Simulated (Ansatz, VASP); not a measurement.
# SbPb in VASP and in Ansatz

INCAR

```
SYSTEM = SbPb
ALGO = Fast
EDIFF = 1E-6
ENCUT = 520
ISIF = 2
ISMEAR = 0
LASPH = .True.
LCHARG = .True.
LELF = .True.
LREAL = .False.
LVHAR = .True.
LWAVE = .False.
NBANDS = 16
NELM = 100
PREC = Accurate
SIGMA = 0.15
```

File KPOINTS:

```
k-points
0
Gamma
  14 14 14
  0 0 0
```

Contents of POSCAR:

```
SbPb
1.0
    0.0000000000      3.1839064613      3.0998513307
    3.1839064613      0.0000000000      3.0998513307
    3.1839064613      3.1839064613      0.0000000000
Sb Pb
1 1
Direct
    0.5000000000      0.5000000000      0.5000000000
    0.0000000000      0.0000000000      0.0000000000
```

Input for Ansatz:

```yaml
crystal:
  lattice:
    - [0.0, 3.1839064613, 3.0998513307]
    - [3.1839064613, 0.0, 3.0998513307]
    - [3.1839064613, 3.1839064613, 0.0]
  atoms:
    - { symbol: Sb, position: [0.5, 0.5, 0.5] }
    - { symbol: Pb, position: [0.0, 0.0, 0.0] }
basis:
  ecutwfc: 420
kpoints:
  mp_grid: { grid: [14, 14, 14] }
hamiltonian:
  xc: lda
scf:
  occupations: { method: gaussian, width: 0.15 }
output:
  forces: true
  stress: true
  eigenvalues: true
```

Alike in both runs: task single point; functional LDA; k mesh 14 × 14 × 14; occupations gaussian, width 0.15 eV; no spin polarisation.

|  | VASP | Ansatz |
| --- | --- | --- |
| version | VASP 6.6.1 | Ansatz 0.2.0 |
| potentials or method | VASP PAW LDA potentials, release 64 (Sb, Pb_d), cutoff 520 eV | scalar-relativistic, plane waves, PAW |
| valence electrons in the cell | 19 | 29 |

```tsv
	VASP	Ansatz	Ansatz less VASP
gap on the k mesh at the Fermi level (eV)	none	none	-
pressure (GPa)	-2.4	-2.5	-0.04
traceless stress, the component that is largest in VASP (GPa)	1.53	1.51	-0.017
```

LDA's correlation is that of Perdew and Zunger in VASP and of Perdew and Wang (1992) in Ansatz. A gap of «none» marks a metal or a gap that the smearing closes. VASP's potentials hold 19 valence electrons a cell and Ansatz's 29, so a difference there can come from the potentials and not from the codes.

Neither program's run includes spin-orbit coupling.
